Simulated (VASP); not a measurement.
Wanted: the native input for a VASP 6.6.1 run.

* Task: single point
* Functional: PBE
* Potentials or basis: VASP PAW PBE potentials, release 64 (Hg, Te)
* Cutoff: 520 eV
* k mesh: 11 × 11 × 11
* Occupations: fermi-dirac, width 0.05 eV
* Spin: no spin polarisation
* Dipole correction: no
* Further INCAR settings: ALGO = Normal; EDIFF = 1e-06; NBANDS = 16

The structure of HgTe (zincblende type) lies in POSCAR:

```
HgTe
1.0
    0.0000000000      3.1291907891      3.1291907891
    3.1291907891      0.0000000000      3.1291907891
    3.1291907891      3.1291907891      0.0000000000
Hg Te
1 1
Direct
    0.0000000000      0.0000000000      0.0000000000
    0.2500000000      0.2500000000      0.2500000000
```

The input as run:

INCAR

```
PREC     = Accurate       # precision mode
ENCUT    = 520            # plane-wave cutoff, eV
EDIFF    = 1E-6           # SCF threshold, eV
ISMEAR   = -1             # smearing method
SIGMA    = 0.05           # smearing width, eV
LREAL    = False          # projectors in reciprocal space
LASPH    = True           # aspherical terms in the spheres
NELM     = 60             # most SCF steps
ALGO     = Normal         # electronic algorithm
ISIF     = 2              # what is computed and relaxed
LWAVE    = False          # write WAVECAR
LCHARG   = False          # write CHGCAR
GGA      = PE             # functional
NBANDS   = 16             # bands
```

KPOINTS

```
regular mesh
0
Gamma
  11 11 11
```

Potentials or basis: VASP PAW PBE potentials, release 64 (Hg, Te).

The run is started by

```console
$ cat potpaw_PBE.64/Hg/POTCAR potpaw_PBE.64/Te/POTCAR > POTCAR
$ mpirun -np 1 vasp_std > vasp.out
```

It gave:

The pressure is 10.1 GPa. The band gap on the k mesh is zero (filled and empty bands touch).

Caveat: the cell stands under pressure; semilocal functionals underestimate gaps, so a narrow gap can read as zero; spin-orbit coupling is left out, which moves the levels of the heavy elements.

Wall time 90 s on 1 thread of Intel Xeon 8259CL (shared host), peak memory 0.24 GiB.
